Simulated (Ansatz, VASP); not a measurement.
WC: VASP beside Ansatz

Contents of POSCAR:

```
WC
1.0
    2.9440089575      0.0000000000      0.0000000000
   -1.4720044788      2.4742293084      0.0000000000
    0.0000000000      0.0000000000      2.8290000000
W C
1 1
Direct
    0.0000000000      0.0000000000      0.0000000000
    0.6666666667      0.3333333333      0.5000000000
```

The input INCAR.step1:

```
SYSTEM = WC
PREC     = Accurate       ! precision mode
ENCUT    = 520            ! plane-wave cutoff, eV
ISMEAR   = 0              ! smearing method
SIGMA    = 0.15           ! smearing width, eV
LREAL    = .FALSE.        ! projectors in reciprocal space
LASPH    = .TRUE.         ! aspherical terms in the spheres
NELM     = 60             ! most SCF steps
NBANDS   = 16             ! bands
GGA      = PE             ! functional
ALGO     = Normal         ! electronic algorithm
EDIFF    = 1E-4           ! SCF threshold, eV
LWAVE    = .TRUE.         ! write WAVECAR
LCHARG   = .FALSE.        ! write CHGCAR
```

INCAR.step2

```
SYSTEM = WC
PREC     = Accurate       ! precision mode
ENCUT    = 520            ! plane-wave cutoff, eV
EDIFF    = 1E-6           ! SCF threshold, eV
ISMEAR   = 0              ! smearing method
SIGMA    = 0.15           ! smearing width, eV
LREAL    = .FALSE.        ! projectors in reciprocal space
LASPH    = .TRUE.         ! aspherical terms in the spheres
NELM     = 60             ! most SCF steps
ALGO     = Normal         ! electronic algorithm
ISIF     = 2              ! what is computed and relaxed
LWAVE    = .FALSE.        ! write WAVECAR
LCHARG   = .FALSE.        ! write CHGCAR
METAGGA  = R2SCAN         ! meta-GGA
LMIXTAU  = .TRUE.       
NBANDS   = 16             ! bands
ISTART   = 1
```

The input KPOINTS:

```
Automatic mesh
0
G
  18 18 16
  0 0 0
```

Input for Ansatz:

```yaml
crystal:
  lattice:
    - [2.9440089575, 0.0, 0.0]
    - [-1.4720044788, 2.4742293084, 0.0]
    - [0.0, 0.0, 2.829]
  atoms:
    - { symbol: W, position: [0.0, 0.0, 0.0] }
    - { symbol: C, position: [0.6666666667, 0.3333333333, 0.5] }
basis:
  ecutwfc: 500
kpoints:
  mp_grid: { grid: [18, 18, 16] }
hamiltonian:
  xc: r2scan
scf:
  occupations: { method: gaussian, width: 0.15 }
output:
  forces: true
  stress: true
  eigenvalues: true
```

Change from the starting cell: strain +0.0150 x Voigt [1, -1, 0, 0, 0, 0], atoms carried along.

Alike in both runs: task single point; functional r2SCAN; k mesh 18 × 18 × 16; occupations gaussian, width 0.15 eV; no spin polarisation.

```csv
,VASP,Ansatz
version,VASP 6.6.1,Ansatz 0.2.0
potentials or method,"VASP PAW PBE potentials, release 64 (W_sv, C), cutoff 520 eV","scalar-relativistic, plane waves, PAW"
valence electrons in the cell,18,18
```

|  | VASP | Ansatz | Ansatz less VASP |
| --- | --- | --- | --- |
| gap on the k mesh at the Fermi level (eV) | none | none | - |
| pressure (GPa) | 6.6 | 4.6 | -1.98 |
| traceless stress, the component that is largest in VASP (GPa) | 7.96 | 8.01 | +0.048 |
| rms of the force components (eV/Å) | 0.101 | 0.098 | -0.0030 |

VASP's potentials were made for PBE, not for r2SCAN. Atom by atom the forces differ by 0.003 eV/Å (rms over components). A gap of «none» marks a metal or a gap that the smearing closes. With one functional, cell and mesh, what is left measures potentials, basis and numerics.

Spin-orbit coupling is off throughout.
